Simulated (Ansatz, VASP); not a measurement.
Two plane-wave programs on C

```
C
1.0
     2.52210    0.00000    0.00000
    -1.26105    2.18420    0.00000
     0.00000    0.00000    8.23710
C
8
Direct
  0.66667 0.33333 0.84375
  0.33333 0.66667 0.34375
  0.66667 0.33333 0.65625
  0.33333 0.66667 0.15625
  0.00000 0.00000 0.90625
  0.00000 0.00000 0.40625
  0.00000 0.00000 0.59375
  0.00000 0.00000 0.09375
```

Alike in both runs: task relaxation of the atoms; functional PBE; k mesh 10 × 10 × 3; occupations fermi-dirac, width 0.05 eV; no spin polarisation.

```csv
,VASP,Ansatz
version,VASP 6.6.1,Ansatz 0.2.0
potentials or method,"VASP PAW PBE potentials, release 64 (C)",Ansatz PAW
plane-wave cutoff (eV),520,420
valence electrons in the cell,32,32
```

VASP gave:

| Quantity | Value |
| --- | --- |
| gap on the k mesh at the Fermi level, each at its own relaxed structure (eV) | 4.45 |

Task: Estimate Ansatz's values.

Result: gap on the k mesh at the Fermi level, each at its own relaxed structure (eV): 4.46.

Noted on Ansatz's run: Pulay correction over one GPa; odd divisions of the mesh miss points on the zone boundary, where band edges often lie, so the gap on the mesh can be too wide.
